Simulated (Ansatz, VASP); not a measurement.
**MgI2 in VASP and in Ansatz**

INCAR

```
SYSTEM = MgI2
PREC = Accurate ; ENCUT = 520
EDIFF = 1E-8 ; ISMEAR = -1
SIGMA = 0.03 ; LREAL = .False.
LASPH = .True. ; NELM = 80
ALGO = Normal ; ISIF = 2
LWAVE = .False. ; LCHARG = .False.
GGA = PS ; LEFG = .True.
NBANDS = 15
```

The input KPOINTS:

```
Automatic mesh
0
Gamma
  7 7 4
  0 0 0
```

Contents of POSCAR:

```
MgI2
1.0
    4.1398080440      0.0000000000      0.0000000000
   -2.0699040220      3.5851789328      0.0000000000
    0.0000000000      0.0000000000      6.8390499958
Mg I
1 2
Direct
    0.0000000000      0.0000000000      0.0000000000
    0.3333333333      0.6666666667      0.7576300000
    0.6666666667      0.3333333333      0.2423700000
```

Input for Ansatz:

```yaml
crystal:
  lattice:
    - [4.139808044, 0.0, 0.0]
    - [-2.069904022, 3.5851789328, 0.0]
    - [0.0, 0.0, 6.8390499958]
  atoms:
    - { symbol: Mg, position: [0.0, 0.0, 0.0] }
    - { symbol: I, position: [0.3333333333, 0.6666666667, 0.75763] }
    - { symbol: I, position: [0.6666666667, 0.3333333333, 0.24237] }
kpoints:
  mp_grid: { grid: [7, 7, 4] }
scf:
  occupations: { method: fermi_dirac, width: 0.03 }
hamiltonian:
  xc: pbesol
  pseudopotentials: { kind: all_electron, datasets: crystal }
output:
  forces: true
  stress: true
  eigenvalues: true
  efg: { contact_densities: true }
```

Change from the starting cell: volume scaled by 0.99, crystal datasets.

Alike in both runs: task electric field gradients; functional PBEsol; k mesh 7 × 7 × 4; occupations fermi-dirac, width 0.03 eV; no spin polarisation.

```csv
,VASP,Ansatz
version,VASP 6.6.1,Ansatz 0.2.0
potentials or method,"VASP PAW PBE potentials, release 64 (Mg, I), cutoff 520 eV","all-electron PAW with datasets made for the crystal, scalar-relativistic"
```

```tsv
	VASP	Ansatz	Ansatz less VASP
gap on the k mesh at the Fermi level (eV)	3.47	3.48	+0.016
pressure (GPa)	0.1	0.1	+0.02
traceless stress, the component that is largest in VASP (GPa)	0.26	0.25	-0.005
rms of the force components (eV/Å)	0.005	0.006	+0.0013
size of Vzz on the site where it differs most (V/Å²)	49.0	50.6	+1.59
```

VASP's potentials were made for PBE, not for PBEsol. Atom by atom the forces differ by 0.001 eV/Å (rms over components). Ansatz ran all-electron here, and VASP with PAW potentials.

Neither program's run includes spin-orbit coupling.
